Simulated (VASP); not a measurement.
# SnO2 (P4_2/mnm) in VASP: a series of runs, part 2 of 2

VASP 6.6.1. Earlier steps stand in the parts before.

### 3 Single point, PBE

File INCAR:

```
SYSTEM = SnO2
PREC     = Accurate       ! precision mode
ENCUT    = 520            ! plane-wave cutoff, eV
EDIFF    = 1E-6           ! SCF threshold, eV
ISMEAR   = 0              ! smearing method
SIGMA    = 0.05           ! smearing width, eV
LREAL    = .FALSE.        ! projectors in reciprocal space
LASPH    = .TRUE.         ! aspherical terms in the spheres
NELM     = 60             ! most SCF steps
ALGO     = Normal         ! electronic algorithm
ISIF     = 2              ! what is computed and relaxed
LWAVE    = .FALSE.        ! write WAVECAR
LCHARG   = .TRUE.         ! write CHGCAR
GGA      = PE             ! functional
LELF     = .TRUE.         ! ELF
LVHAR    = .TRUE.       
NBANDS   = 35             ! bands
NELECT   = 52.2
```

File KPOINTS:

```
Automatic mesh
0
G
  6 6 8
  0 0 0
```

File POSCAR:

```
SnO2
1.0
    4.7380000000      0.0000000000      0.0000000000
    0.0000000000      4.7380000000      0.0000000000
    0.0000000000      0.0000000000      3.1865000000
Sn O
2 4
Direct
    0.0000000000      0.0000000000      0.0000000000
    0.5000000000      0.5000000000      0.5000000000
    0.3071000000      0.3071000000      0.0000000000
    0.1929000000      0.8071000000      0.5000000000
    0.6929000000      0.6929000000      0.0000000000
    0.8071000000      0.1929000000      0.5000000000
```

Potentials or basis: VASP PAW PBE potentials, release 64 (Sn_d, O).

Started as:

```bash
$ cat potpaw_PBE.64/Sn_d/POTCAR potpaw_PBE.64/O/POTCAR > POTCAR
$ mpirun -np 1 vasp_std > vasp.out
```

Wall time 67 s (1 thread of Intel Xeon Platinum 8259CL at 2.50GHz (Skylake/Cascade Lake), shared host); peak memory 0.23 GiB.

The run converged. Its results:

```
Free energy   : -35.4099 eV
Largest force : 0.407 eV/Å
```

Forces in eV/Å, atoms in the order of the input:
```
Sn   0.000  0.000  0.000
Sn   0.000  0.000  0.000
O   -0.288 -0.288  0.000
O    0.288 -0.288  0.000
O    0.288  0.288  0.000
O   -0.288  0.288  0.000
```

Levels at points of the mesh, in eV from the Fermi level:
| k point | band 23 | band 24 | band 25 | band 26 | band 27 | band 28 | band 29 | band 30 |
| --- | --- | --- | --- | --- | --- | --- | --- | --- |
| (0.00, 0.00, 0.00) | -4.42 | -3.98 | -3.98 | -3.21 | -1.94 | 2.93 | 3.09 | 3.09 |
| (0.50, 0.00, 0.00) | -4.38 | -4.38 | -3.84 | -3.84 | 1.24 | 1.24 | 3.84 | 3.84 |
| (0.50, 0.50, 0.00) | -4.50 | -4.50 | -4.11 | -4.11 | 1.64 | 1.64 | 4.28 | 4.28 |
| (0.00, 0.00, 0.50) | -4.88 | -4.88 | -4.48 | -4.48 | 3.04 | 3.04 | 6.53 | 6.53 |
| (0.50, 0.00, 0.50) | -4.32 | -4.32 | -3.89 | -3.89 | 3.32 | 3.32 | 4.83 | 4.83 |
| (0.50, 0.50, 0.50) | -4.18 | -4.18 | -4.05 | -4.05 | 1.72 | 1.72 | 5.60 | 5.60 |

Caveat: the cell carries a net charge on a neutralising background, which shifts energy and pressure; the cell is charged against a uniform background, so pressure and absolute levels hang on convention; spin-orbit coupling is left out, which moves the levels of the heavy elements.

### 4 Single point, PBE

File INCAR:

```
SYSTEM = SnO2
PREC = Accurate ; ENCUT = 520
EDIFF = 1E-7 ; ISMEAR = 0
SIGMA = 0.05 ; LREAL = .False.
LASPH = .True. ; NELM = 60
ALGO = Normal ; ISIF = 2
LWAVE = .False. ; LCHARG = .True.
GGA = PE ; LELF = .True.
LVHAR = .True. ; NBANDS = 35
```

File KPOINTS:

```
Automatic mesh
0
Gamma
  6 6 8
  0 0 0
```

POSCAR is that of step 3.

Started as:

```bash
$ cat potpaw_PBE.64/Sn_d/POTCAR potpaw_PBE.64/O/POTCAR > POTCAR
$ mpirun -np 1 vasp_std > vasp.out
```

It took 73 s on 1 thread of Intel Xeon Platinum 8259CL at 2.50GHz (Skylake/Cascade Lake), shared host; peak memory 0.23 GiB.

Results (log left out):

- Free energy: -37.1595 eV
- Pressure: 11.8 GPa
- Largest force: 0.294 eV/Å
- Band gap on the k mesh: 1.27 eV, direct

Forces in eV/Å, atoms in the order of the input:
```
Sn   0.000  0.000  0.000
Sn   0.000  0.000  0.000
O   -0.208 -0.208  0.000
O    0.208 -0.208  0.000
O    0.208  0.208  0.000
O   -0.208  0.208  0.000
```

Stress tensor (GPa, compression positive):
```
10.70  0.00  0.00
 0.00 10.70  0.00
 0.00  0.00 14.00
```

Levels at points of the mesh, in eV from the valence-band top:
```
           k point  band 24  band 25  band 26  band 27  band 28  band 29
(0.00, 0.00, 0.00)    -0.78    -0.78     0.00     1.27     6.15     6.35
(0.50, 0.00, 0.00)    -1.19    -0.64    -0.64     4.44     4.44     7.09
(0.50, 0.50, 0.00)    -1.31    -0.90    -0.90     4.84     4.84     7.53
(0.00, 0.00, 0.50)    -1.66    -1.26    -1.26     6.23     6.23     9.78
(0.50, 0.00, 0.50)    -1.10    -0.69    -0.69     6.51     6.51     8.07
(0.50, 0.50, 0.50)    -0.97    -0.84    -0.84     4.92     4.92     8.88
```

Caveat: spin-orbit coupling is left out, which moves the levels of the heavy elements.

### 5 Single point, PBE

File INCAR:

```
ALGO = Normal
EDIFF = 1E-7
ENCUT = 520
GGA = PE
ISIF = 2
ISMEAR = 0
LASPH = T
LCHARG = T
LELF = T
LREAL = F
LVHAR = T
LWAVE = F
NBANDS = 35
NELM = 100
PREC = Accurate
SIGMA = 0.05
```

File KPOINTS:

```
k-points
0
Gamma
  6 6 8
```

POSCAR is that of step 4.

Potentials or basis: VASP PAW PBE potentials, release 64 (Sn_d, O).

Started as:

```bash
$ cat potpaw_PBE.64/Sn_d/POTCAR potpaw_PBE.64/O/POTCAR > POTCAR
$ mpirun -np 1 vasp_std > vasp.out
```

OUTCAR:

```text
EDIFF = 1E-7
   ENCUT = 520
   GGA = PE
   ISIF = 2
   ISMEAR = 0
   LASPH = T
   LREAL = F
   NELM = 100
   PREC = Accurate

 ion  position               nearest neighbor table
   1  0.000  0.000  0.000-   4 2.05   6 2.05   4 2.05   6 2.05   5 2.06   3 2.06   2 3.71   2 3.71
                             2 3.71   2 3.71   2 3.71   2 3.71   2 3.71   2 3.71
   2  0.500  0.500  0.500-   3 2.05   5 2.05   3 2.05   5 2.05   4 2.06   6 2.06   1 3.71   1 3.71
                             1 3.71   1 3.71   1 3.71   1 3.71   1 3.71   1 3.71
   3  0.307  0.307  0.000-   2 2.05   2 2.05   1 2.06
[... 1125 lines left out ...]
  -------------------------------------------------------------------------------------
  Total        4.7773827      4.7773827      6.2509845      0.0000000      0.0000000      0.0000000
  in kB      107.0031549    107.0031549    140.0086815      0.0000000      0.0000000      0.0000000
  external PRESSURE =     118.0049971 kB  Pullay stress =       0.0000000 kB

 VOLUME and BASIS-vectors are now :
 -----------------------------------------------------------------------------
  energy-cutoff  :      520.00
  volume of cell :       71.53
      direct lattice vectors                 reciprocal lattice vectors
     4.738000000  0.000000000  0.000000000     0.211059519  0.000000000  0.000000000
     0.000000000  4.738000000  0.000000000     0.000000000  0.211059519  0.000000000
     0.000000000  0.000000000  3.186500000     0.000000000  0.000000000  0.313823945

 POSITION                                       TOTAL-FORCE (eV/Angst)
 -----------------------------------------------------------------------------------
      0.00000      0.00000      0.00000         0.000000      0.000000      0.000000
      2.36900      2.36900      1.59325         0.000000      0.000000      0.000000
      1.45504      1.45504      0.00000        -0.208149     -0.208149      0.000000
      0.91396      3.82404      1.59325         0.208149     -0.208149      0.000000
      3.28296      3.28296      0.00000         0.208149      0.208149     -0.000000
      3.82404      0.91396      1.59325        -0.208149      0.208149     -0.000000
 -----------------------------------------------------------------------------------
    total drift:                               -0.000000      0.000000      0.000000

  FREE ENERGIE OF THE ION-ELECTRON SYSTEM (eV)
  ---------------------------------------------------
  free  energy   TOTEN  =       -37.1594885711 eV

  energy  without entropy=      -37.1594885711  energy(sigma->0) =      -37.15948857
```

OSZICAR:

```text
N       E                     dE             d eps       ncg     rms          rms(c)
DAV:   1     0.636858290186E+03    0.63686E+03   -0.25542E+04  3866   0.232E+03
DAV:   2     0.539181582673E+02   -0.58294E+03   -0.54912E+03  3807   0.612E+02
DAV:   3    -0.386867076780E+02   -0.92605E+02   -0.91043E+02  3785   0.206E+02
DAV:   4    -0.432954818563E+02   -0.46088E+01   -0.45777E+01  4417   0.494E+01
DAV:   5    -0.434165479441E+02   -0.12107E+00   -0.12089E+00  4372   0.838E+00    0.162E+01
DAV:   6    -0.370671423598E+02    0.63494E+01   -0.17540E+01  5555   0.639E+01    0.629E+00
DAV:   7    -0.371872071150E+02   -0.12006E+00   -0.20671E+00  4046   0.797E+00    0.324E+00
DAV:   8    -0.371656251603E+02    0.21582E-01   -0.16333E-01  5068   0.429E+00    0.759E-01
DAV:   9    -0.371587247928E+02    0.69004E-02   -0.35150E-02  5740   0.306E+00    0.133E-01
DAV:  10    -0.371593621036E+02   -0.63731E-03   -0.38043E-03  4319   0.469E-01    0.583E-02
DAV:  11    -0.371594904821E+02   -0.12838E-03   -0.20661E-04  4509   0.104E-01    0.138E-02
DAV:  12    -0.371594898628E+02    0.61934E-06   -0.12438E-05  4626   0.271E-02    0.789E-03
DAV:  13    -0.371594886674E+02    0.11954E-05   -0.39369E-06  4914   0.376E-02    0.160E-03
DAV:  14    -0.371594885711E+02    0.96227E-07   -0.68181E-07  4302   0.625E-03
   1 F= -.37159489E+02 E0= -.37159489E+02  d E =-.571877E-11
```

Wall time 74 s (1 thread of Intel Xeon Platinum 8259CL at 2.50GHz (Skylake/Cascade Lake), shared host); peak memory 0.23 GiB.

Results:

* Free energy: -37.1595 eV
* Pressure: 11.8 GPa
* Largest force: 0.294 eV/Å
* Band gap on the k mesh: 1.27 eV, direct

Forces in eV/Å, atoms in the order of the input:
```
Sn   0.000  0.000  0.000
Sn   0.000  0.000  0.000
O   -0.208 -0.208  0.000
O    0.208 -0.208  0.000
O    0.208  0.208  0.000
O   -0.208  0.208  0.000
```

Caveat: spin-orbit coupling is left out, which moves the levels of the heavy elements. PBE gaps usually lie below the measured ones, often by a third to a half.
